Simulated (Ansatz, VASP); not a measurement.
## One calculation of TiB2, two programs

```
CELL_PARAMETERS angstrom
3.02498 0.00000 0.00000
-1.51249 2.61971 0.00000
0.00000 0.00000 3.22362
ATOMIC_POSITIONS crystal
Ti 0.00000 0.00000 0.00000
B 0.33333 0.66667 0.50000
B 0.66667 0.33333 0.50000
```

Alike in both runs: task relaxation of cell and atoms; functional r2SCAN; k mesh 15 × 15 × 12; occupations fermi-dirac, width 0.15 eV; no spin polarisation.

|  | VASP | Ansatz |
| --- | --- | --- |
| version | VASP 6.6.1 | Ansatz 0.2.0 |
| potentials or method | VASP PAW PBE potentials, release 64 (Ti_sv, B), cutoff 600 eV | scalar-relativistic, plane waves, PAW |
| valence electrons in the cell | 18 | 18 |

```tsv
	VASP	Ansatz	Ansatz less VASP
gap on the k mesh at the Fermi level, each at its own relaxed structure (eV)	none	none	-
relaxed volume (Å³/atom)	8.54	8.52	-0.024
relaxed cell length with the largest relative difference (Å)	3.228	3.224	-0.0042
```

VASP's potentials were made for PBE, not for r2SCAN. A gap of «none» marks a metal or a gap that the smearing closes.
